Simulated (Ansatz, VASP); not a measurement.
# C: VASP beside Ansatz

```xyz
2
Lattice="0.0000 1.8126 1.8126 1.8126 0.0000 1.8126 1.8126 1.8126 0.0000" Properties=species:S:1:pos:R:3 pbc="T T T"
C     1.8126    1.8126    1.8126
C     2.7190    2.7190    2.7190
```

Change from the starting cell: volume scaled by 1.05.

Alike in both runs: task single point; functional LDA; k mesh 20 × 20 × 20; occupations fermi-dirac, width 0.08 eV; no spin polarisation.

|  | VASP | Ansatz |
| --- | --- | --- |
| version | VASP 6.6.1 | Ansatz 0.2.0 |
| potentials or method | VASP PAW LDA potentials, release 64 (C), cutoff 520 eV | all-electron LAPW, scalar-relativistic |

|  | VASP | Ansatz | Ansatz less VASP |
| --- | --- | --- | --- |
| gap on the k mesh at the Fermi level (eV) | 3.98 | 3.99 | +0.005 |
| pressure (GPa) | -30.5 | -31.6 | -1.13 |

LDA's correlation is that of Perdew and Zunger in VASP and of Perdew and Wang (1992) in Ansatz. Both programs put the cell under strong tension, so it lies far from rest at this level. Ansatz ran all-electron here, and VASP with PAW potentials.

Noted on VASP's run: the cell as given lies far from equilibrium.
